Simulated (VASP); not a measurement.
# Rb2LiGdF6 (Fm-3m) in VASP: single point with PBE+U

Aim: the single point of Rb2LiGdF6 with PBE+U.

Everything below comes from runs of VASP 6.6.1. Logs are shortened: lines on timing, memory, paths and dates and some standing lists are left out, and cuts for length are marked.

### Step 1. The cell of the first run

It takes space group Fm-3m (No. 225, cubic). The conventional cell has a = 8.773 Å, b = 8.773 Å, c = 8.773 Å, α = 90.00°, β = 90.00°, γ = 90.00°. Rb (site symmetry -43m) has 12 F at 3.10 Å and 4 Gd at 3.80 Å and 4 Li at 3.80 Å within 4.1 Å. Within 3.0 Å of Gd (site symmetry m-3m) lie 6 F at 2.23 Å. Within 2.9 Å of F (site symmetry 4mm) lie 1 Li at 2.16 Å and 1 Gd at 2.23 Å. Li (site symmetry m-3m) has 6 F at 2.16 Å within 2.9 Å.

### Step 2. Single point, PBE+U, collinear spin, ferromagnetic start

Contents of INCAR:

```
SYSTEM = Rb2LiGdF6
PREC     = Accurate       ! precision mode
ENCUT    = 520            ! plane-wave cutoff, eV
EDIFF    = 1E-6           ! SCF threshold, eV
ISMEAR   = -1             ! smearing method
SIGMA    = 0.1            ! smearing width, eV
LREAL    = .False.        ! projectors in reciprocal space
LASPH    = .True.         ! aspherical terms in the spheres
NELM     = 150            ! most SCF steps
ALGO     = Normal         ! electronic algorithm
ISIF     = 2              ! what is computed and relaxed
LWAVE    = .False.        ! write WAVECAR
LCHARG   = .False.        ! write CHGCAR
ISPIN    = 2              ! spin polarisation
MAGMOM   = 0 0 7.51 0 0 0 0 0 0 0 ! initial moments
LORBIT   = 11             ! projections on sites
LMAXMIX  = 6              ! l up to which the mixer works
LDAU     = .True.         ! DFT+U
LDAUTYPE = 1            
LDAUL    = -1 3 -1 -1     ! shell
LDAUU    = 0 7.1 0 0      ! U, eV
LDAUJ    = 0 0.57 0 0   
LDAUPRINT= 1            
GGA      = PE             ! functional
NBANDS   = 56             ! bands
```

Contents of KPOINTS:

```
Automatic mesh
0
Gamma
  5 5 5
  0 0 0
```

Contents of POSCAR:

```
Rb2LiGdF6
1.0
    0.0000000000      4.3867336278      4.3867336278
    4.3867336278      0.0000000000      4.3867336278
    4.3867336278      4.3867336278      0.0000000000
Rb Gd F Li
2 1 6 1
Direct
    0.2500000000      0.2500000000      0.2500000000
    0.7500000000      0.7500000000      0.7500000000
    0.0000000000      0.0000000000      0.0000000000
    0.7456911048      0.2543088952      0.2543088952
    0.2543088952      0.7456911048      0.2543088952
    0.2543088952      0.7456911048      0.7456911048
    0.7456911048      0.2543088952      0.7456911048
    0.2543088952      0.2543088952      0.7456911048
    0.7456911048      0.7456911048      0.2543088952
    0.5000000000      0.5000000000      0.5000000000
```

Potentials or basis: VASP PAW PBE potentials, release 64 (Rb_sv, Gd, F, Li_sv).

Run with:

```
> cat potpaw_PBE.64/Rb_sv/POTCAR potpaw_PBE.64/Gd/POTCAR potpaw_PBE.64/F/POTCAR potpaw_PBE.64/Li_sv/POTCAR > POTCAR
> mpirun -np 1 vasp_std > vasp.out
```

OUTCAR:

```text
SYSTEM = Rb2LiGdF6
   PREC = Accurate
   ENCUT = 520
   EDIFF = 1E-6
   ISMEAR = -1
   LREAL = .False.
   LASPH = .True.
   NELM = 150
   ISIF = 2
   ISPIN = 2
   LORBIT = 11
   GGA = PE

 ion  position               nearest neighbor table
   1  0.250  0.250  0.250-   4 3.10   5 3.10   8 3.10   6 3.10   7 3.10   8 3.10   5 3.10   6 3.10
                             9 3.10   4 3.10   7 3.10   9 3.10   3 3.80  10 3.80   3 3.80  10 3.80
   2  0.750  0.750  0.750-   5 3.10   6 3.10   8 3.10   4 3.10   7 3.10   8 3.10   4 3.10   5 3.10
                             9 3.10   6 3.10   7 3.10   9 3.10   3 3.80  10 3.80  10 3.80  10 3.80
   3  0.000  0.000  0.000-   4 2.23   5 2.23   6 2.23   7 2.23   8 2.23   9 2.23   2 3.80   2 3.80
                             1 3.80   2 3.80   2 3.80   1 3.80   1 3.80   1 3.80
   4  0.746  0.254  0.254-  10 2.16   3 2.23   1 3.10   1 3.10   2 3.10   2 3.10
   5  0.254  0.746  0.254-  10 2.16   3 2.23   1 3.10   1 3.10   2 3.10   2 3.10
   6  0.254  0.746  0.746-  10 2.16   3 2.23   2 3.10   1 3.10   1 3.10   2 3.10
   7  0.746  0.254  0.746-  10 2.16   3 2.23   2 3.10   1 3.10   1 3.10   2 3.10
   8  0.254  0.254  0.746-  10 2.16   3 2.23   1 3.10   1 3.10   2 3.10   2 3.10
   9  0.746  0.746  0.254-  10 2.16   3 2.23   2 3.10   1 3.10   1 3.10   2 3.10
  10  0.500  0.500  0.500-   4 2.16   5 2.16   6 2.16   7 2.16   8 2.16   9 2.16   1 3.80   1 3.80
                             1 3.80   2 3.80   1 3.80   2 3.80   2 3.80   2 3.80

  LATTYP: Found a face centered cubic cell.
 ALAT       =     8.7734672556

  Lattice vectors:

 A1 = (   0.0000000000,   4.3867336278,   4.3867336278)
 A2 = (   4.3867336278,   0.0000000000,   4.3867336278)
 A3 = (   4.3867336278,   4.3867336278,   0.0000000000)

Analysis of symmetry for initial positions (statically):
=====================================================================
 Subroutine PRICEL returns:
 Original cell was already a primitive cell.

 Routine SETGRP: Setting up the symmetry group for a
 face centered cubic supercell.

 Subroutine GETGRP returns: Found 48 space group operations
 (whereof 48 operations were pure point group operations)
 out of a pool of 48 trial point group operations.

The static configuration has the point symmetry O_h .

Analysis of symmetry for dynamics (positions and initial velocities):
=====================================================================
 Subroutine PRICEL returns:
 Original cell was already a primitive cell.

 Routine SETGRP: Setting up the symmetry group for a
 face centered cubic supercell.

 Subroutine GETGRP returns: Found 48 space group operations
 (whereof 48 operations were pure point group operations)
 out of a pool of 48 trial point group operations.

The dynamic configuration has the point symmetry O_h .

Analysis of structural, dynamic, and magnetic symmetry:
=====================================================================
 Subroutine PRICEL returns:
 Original cell was already a primitive cell.

 Routine SETGRP: Setting up the symmetry group for a
 face centered cubic supercell.

 Subroutine GETGRP returns: Found 48 space group operations
 (whereof 48 operations were pure point group operations)
 out of a pool of 48 trial point group operations.

The overall configuration has the point symmetry O_h .

 Subroutine INISYM returns: Found 48 space group operations
 (whereof 48 operations are pure point group operations),
 and found     1 'primitive' translations
[... 168 lines left out ...]
  o =  0.0164  v =  0.0000  0.0000  0.0000  0.0000  0.0000  0.0000  0.0000  0.0000 -0.0000 -0.0000 -1.0000 -0.0009  0.0000  0.0012      0.0000  0.0000  0.0000  0.0000  0.0000  0.0000  0.0000  0.0000  0.0000  0.0000  0.0000  0.0000  0.0000  0.0000
  o =  0.0164  v =  0.0000  0.0000  0.0000  0.0000  0.0000  0.0000  0.0000  0.0000 -0.0000 -0.0000 -0.0015  0.6124  0.0000 -0.7906      0.0000  0.0000  0.0000  0.0000  0.0000  0.0000  0.0000  0.0000  0.0000  0.0000  0.0000  0.0000  0.0000  0.0000
  o =  0.0164  v =  0.0000  0.0000  0.0000  0.0000  0.0000  0.0000  0.0000  0.7906 -0.0000  0.6124  0.0000  0.0000 -0.0000  0.0000      0.0000  0.0000  0.0000  0.0000  0.0000  0.0000  0.0000  0.0000  0.0000  0.0000  0.0000  0.0000  0.0000  0.0000
  o =  0.9904  v =  0.0000  1.0000  0.0000 -0.0000 -0.0000  0.0000 -0.0000  0.0000  0.0000  0.0000  0.0000  0.0000  0.0000  0.0000      0.0000  0.0000  0.0000  0.0000  0.0000  0.0000  0.0000  0.0000  0.0000  0.0000  0.0000  0.0000  0.0000  0.0000
  o =  0.9935  v =  0.0000 -0.0000  0.0000 -0.0000 -0.0521  0.9978 -0.0403  0.0000  0.0000  0.0000  0.0000  0.0000  0.0000  0.0000      0.0000  0.0000  0.0000  0.0000  0.0000  0.0000  0.0000  0.0000  0.0000  0.0000  0.0000  0.0000  0.0000  0.0000
  o =  0.9935  v =  0.0000 -0.0000  0.0000  0.0000 -0.7889 -0.0659 -0.6110  0.0000  0.0000  0.0000  0.0000  0.0000  0.0000  0.0000      0.0000  0.0000  0.0000  0.0000  0.0000  0.0000  0.0000  0.0000  0.0000  0.0000  0.0000  0.0000  0.0000  0.0000
  o =  0.9935  v =  0.6124  0.0000 -0.7906 -0.0000 -0.0000  0.0000  0.0000  0.0000  0.0000  0.0000  0.0000  0.0000  0.0000  0.0000      0.0000  0.0000  0.0000  0.0000  0.0000  0.0000  0.0000  0.0000  0.0000  0.0000  0.0000  0.0000  0.0000  0.0000
  o =  1.0006  v = -0.7906  0.0000 -0.6124 -0.0000 -0.0000  0.0000  0.0000  0.0000  0.0000  0.0000  0.0000  0.0000  0.0000  0.0000      0.0000  0.0000  0.0000  0.0000  0.0000  0.0000  0.0000  0.0000  0.0000  0.0000  0.0000  0.0000  0.0000  0.0000
  o =  1.0006  v =  0.0000  0.0000  0.0000 -0.0418  0.6118  0.0000 -0.7899  0.0000  0.0000  0.0000  0.0000  0.0000  0.0000  0.0000      0.0000  0.0000  0.0000  0.0000  0.0000  0.0000  0.0000  0.0000  0.0000  0.0000  0.0000  0.0000  0.0000  0.0000
  o =  1.0006  v =  0.0000  0.0000 -0.0000  0.9991  0.0256  0.0000 -0.0331  0.0000  0.0000  0.0000  0.0000  0.0000  0.0000  0.0000      0.0000  0.0000  0.0000  0.0000  0.0000  0.0000  0.0000  0.0000  0.0000  0.0000  0.0000  0.0000  0.0000  0.0000

 number of electron      81.0000007 magnetization       6.9999988

 Free energy of the ion-electron system (eV)
  ---------------------------------------------------
  ext. energy  EPLUGINS =         0.00000000
  ---------------------------------------------------
  free energy    TOTEN  =       -58.98769964 eV

  energy without entropy =      -58.98769964  energy(sigma->0) =      -58.98769964

 E-fermi :   0.0450     XC(G=0):  -8.9068

 val. band max:       -2.5208010589   @ k =   0.0000   0.0000   0.0000
 cond. band min:       4.1728522489   @ k =   0.0000   0.0000   0.0000
 fundamental gap:      6.6936533078
 Fermi energy:         0.0449660332

 spin component 1

 k-point     1 :       0.0000    0.0000    0.0000
  band No.  band energies     occupation
      1     -43.6090      1.00000
      2     -43.4200      1.00000
      3     -25.2526      1.00000
      4     -25.2061      1.00000
      5     -22.6460      1.00000
      6     -22.6460      1.00000
[... 539 lines left out ...]
     51       7.4387      0.00000
     52       7.8084      0.00000
 Fermi energy:         0.0449660332

 spin component 2

 k-point     1 :       0.0000    0.0000    0.0000
  band No.  band energies     occupation
      1     -43.6095      1.00000
      2     -40.3092      1.00000
      3     -25.2521      1.00000
      4     -25.2059      1.00000
      5     -22.2210      1.00000
      6     -22.2210      1.00000
[... 539 lines left out ...]
     51       7.5541      0.00000
     52       7.8948      0.00000
 [bands above 52 left out]

------------------------ aborting loop because EDIFF is reached ----------------------------------------

  FORCE on cell =-STRESS in cart. coord.  units (eV):
  Direction    XX          YY          ZZ          XY          YZ          ZX
  --------------------------------------------------------------------------------------
  -------------------------------------------------------------------------------------
  Total       -0.0996736     -0.0996736     -0.0996736      0.0000000     -0.0000000     -0.0000000
  in kB       -0.9458822     -0.9458822     -0.9458822      0.0000000     -0.0000000     -0.0000000
  external PRESSURE =      -0.9458822 kB  Pullay stress =       0.0000000 kB

 VOLUME and BASIS-vectors are now :
 -----------------------------------------------------------------------------
  energy-cutoff  :      520.00
  volume of cell :      168.83
      direct lattice vectors                 reciprocal lattice vectors
     0.000000000  4.386733628  4.386733628    -0.113980023  0.113980023  0.113980023
     4.386733628  0.000000000  4.386733628     0.113980023 -0.113980023  0.113980023
     4.386733628  4.386733628  0.000000000     0.113980023  0.113980023 -0.113980023

 POSITION                                       TOTAL-FORCE (eV/Angst)
 -----------------------------------------------------------------------------------
      2.19337      2.19337      2.19337        -0.000000     -0.000000      0.000000
      6.58010      6.58010      6.58010        -0.000000     -0.000000      0.000000
      0.00000      0.00000      0.00000        -0.000000     -0.000000      0.000000
      2.23117      4.38673      4.38673         0.020628     -0.000000      0.000000
      4.38673      2.23117      4.38673        -0.000000      0.020628      0.000000
      6.54230      4.38673      4.38673        -0.020628     -0.000000      0.000000
      4.38673      6.54230      4.38673        -0.000000     -0.020628      0.000000
      4.38673      4.38673      2.23117        -0.000000     -0.000000      0.020628
      4.38673      4.38673      6.54230        -0.000000     -0.000000     -0.020628
      4.38673      4.38673      4.38673        -0.000000     -0.000000     -0.000000
 -----------------------------------------------------------------------------------
    total drift:                                0.000000      0.000000      0.000000

  FREE ENERGIE OF THE ION-ELECTRON SYSTEM (eV)
  ---------------------------------------------------
  free  energy   TOTEN  =       -58.9876996400 eV

  energy  without entropy=      -58.9876996400  energy(sigma->0) =      -58.98769964

 total charge

# of ion       s       p       d       f       tot
--------------------------------------------------
    1        1.936   5.358   0.017   0.000   7.311
    2        1.936   5.358   0.017   0.000   7.311
    3        2.026   5.686   0.424   7.027  15.163
    4        1.734   4.359   0.000   0.000   6.093
    5        1.734   4.359   0.000   0.000   6.093
    6        1.734   4.359   0.000   0.000   6.093
    7        1.734   4.359   0.000   0.000   6.093
    8        1.734   4.359   0.000   0.000   6.093
    9        1.734   4.359   0.000   0.000   6.093
   10        2.003   0.027   0.000   0.000   2.029
--------------------------------------------------
tot         18.305  42.585   0.459   7.027  68.375

 magnetization (x)

# of ion       s       p       d       f       tot
--------------------------------------------------
    1        0.000   0.000   0.000   0.000   0.000
    2        0.000   0.000   0.000   0.000   0.000
    3       -0.008  -0.089   0.029   6.905   6.836
    4       -0.000  -0.006   0.000   0.000  -0.006
    5       -0.000  -0.006   0.000   0.000  -0.006
    6       -0.000  -0.006   0.000   0.000  -0.006
    7       -0.000  -0.006   0.000   0.000  -0.006
    8       -0.000  -0.006   0.000   0.000  -0.006
    9       -0.000  -0.006   0.000   0.000  -0.006
   10       -0.000  -0.000   0.000   0.000  -0.000
--------------------------------------------------
tot         -0.010  -0.125   0.029   6.905   6.798
```

Wall time 4.5 min (1 thread of Intel Xeon Platinum 8488C (Sapphire Rapids), shared host); peak memory 0.5 GiB.

What came out:

```yaml
Free_energy: -58.9877 eV
Largest_force: 0.021 eV/Å
Band_gap_on_the_k_mesh: 6.69 eV
Net_moment: 7.00 μB per cell
Site_moments: Rb +0.00; Gd +6.84; F -0.01; Li -0.00 μB
Valence_electrons_inside_the_program's_atomic_spheres: Rb 7.31; Gd 15.16; F 6.09; Li 2.03
```

Forces in eV/Å, atoms in the order of the input:
```
Rb   0.000  0.000  0.000
Rb   0.000  0.000  0.000
Gd   0.000  0.000  0.000
F    0.021  0.000  0.000
F    0.000  0.021  0.000
F   -0.021  0.000  0.000
F    0.000 -0.021  0.000
F    0.000  0.000  0.021
F    0.000  0.000 -0.021
Li   0.000  0.000  0.000
```

Eigenvalues of the final occupation matrices:
```csv
site,spin,trace,eigenvalues
site 3 f,1,6.97,0.99 0.99 0.99 0.99 1.00 1.00 1.00
site 3 f,2,0.06,0.00 0.00 0.00 0.00 0.02 0.02 0.02
```

Caveat: the cutoff is under 1.25 times the usual one of these potentials, so pressure, stress and relaxed cells hold a basis-set (Pulay) error; spin-orbit coupling is left out, which moves the levels of the heavy elements; an odd mesh through Γ misses points on the zone boundary, where band edges can lie; a cell with one magnetic atom can't hold antiferromagnetic order, which such compounds often take. The state reached can hang on the start; a lower one may exist.
